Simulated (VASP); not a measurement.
A run of VASP 6.6.1:

File INCAR:

```
SYSTEM = AlNi
PREC     = Accurate       ! precision mode
ENCUT    = 520            ! plane-wave cutoff, eV
EDIFF    = 1E-7           ! SCF threshold, eV
ISMEAR   = -1             ! smearing method
SIGMA    = 0.05           ! smearing width, eV
LREAL    = .False.        ! projectors in reciprocal space
LASPH    = .True.         ! aspherical terms in the spheres
NELM     = 150            ! most SCF steps
ALGO     = Normal         ! electronic algorithm
ISIF     = 2              ! what is computed and relaxed
LWAVE    = .False.        ! write WAVECAR
LCHARG   = .True.         ! write CHGCAR
ISPIN    = 2              ! spin polarisation
MAGMOM   = 1 0            ! initial moments
LORBIT   = 11             ! projections on sites
LMAXMIX  = 4              ! l up to which the mixer works
LELF     = .True.         ! ELF
LVHAR    = .True.       
NBANDS   = 18             ! bands
```

The input KPOINTS:

```
Automatic mesh
0
Gamma
  10 10 9
  0 0 0
```

POSCAR

```
AlNi
1.0
    1.9767172612     -1.9914977216      0.0000000000
    1.9767172612      1.9914977216      0.0000000000
    0.0000000000      0.0000000000      3.1602186123
Ni Al
1 1
Direct
    0.5000000000      0.5000000000      0.5000000000
    0.0000000000      0.0000000000      0.0000000000
```

Potentials or basis: VASP PAW LDA potentials, release 64 (Ni, Al).

Command:

```sh
$ cat potpaw_LDA.64/Ni/POTCAR potpaw_LDA.64/Al/POTCAR > POTCAR
$ mpirun -np 1 vasp_std > vasp.out
```

Hardware: 1 thread of Intel Xeon 8259CL (shared host).

**Question.** How long does it take, and how much memory?

**Answer.** It took 2.3 min on 1 thread of Intel Xeon 8259CL, with other jobs on the host, peak memory 0.22 GiB. Counts: scf iterations 15, k points 155.
